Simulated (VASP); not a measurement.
## SiO2: single point with PBE+D3(BJ)

The system is SiO2, a sheet with vacuum.

```
CELL_PARAMETERS angstrom
3.33764 0.00000 0.00000
0.00000 3.33764 0.00000
0.00000 0.00000 29.98134
ATOMIC_POSITIONS crystal
Si 0.00000 0.00000 0.24966
Si 0.50000 0.50000 0.35071
O 0.00000 0.50000 0.24898
O 0.50000 0.00000 0.24898
O 0.50000 0.00000 0.35139
O 0.00000 0.50000 0.35139
```

```
Program                : VASP 6.6.1
Task                   : single point
Functional             : PBE
Dispersion             : D3(BJ)
Potentials or basis    : VASP PAW PBE potentials, release 64 (Si, O)
Cutoff                 : 520 eV
k mesh                 : 4 × 4 × 1
Occupations            : gaussian, width 0.1 eV
Spin                   : no spin polarisation
Dipole correction      : yes
Further INCAR settings : ALGO = Normal; EDIFF = 1e-06; NBANDS = 25
```

```yaml
Largest_force: 0.004 eV/Å
Band_gap_on_the_k_mesh: zero (bands 16 and 17 overlap by 0.01 eV)
Dispersion_energy_per_atom: -0.114 eV
```

Forces on the atoms (eV/Å):
```
Si   0.000  0.000 -0.004
Si   0.000  0.000  0.004
O    0.000  0.000  0.000
O    0.000  0.000  0.000
O    0.000  0.000  0.000
O    0.000  0.000  0.000
```

Levels at points of the mesh, in eV from the Fermi level:
```csv
k point,band 12,band 13,band 14,band 15,band 16,band 17,band 18,band 19,band 20,band 21
"(0.00, 0.00, 0.00)",-2.27,-1.75,-1.75,-1.73,-1.73,-0.04,0.90,3.23,3.28,3.70
"(0.50, 0.00, 0.00)",-4.02,-3.32,-3.32,-3.31,-3.31,3.20,3.20,3.64,3.64,6.27
"(0.50, 0.50, 0.00)",-4.49,-3.67,-3.67,-0.03,-0.03,0.89,0.89,4.96,4.96,8.42
```

It took 76 s on 1 thread of Intel(R) Xeon(R) Platinum 8488C (Sapphire Rapids) (shared host), peak memory 0.43 GiB.

Caveat: the k points lie up to 0.47 Å⁻¹ apart.
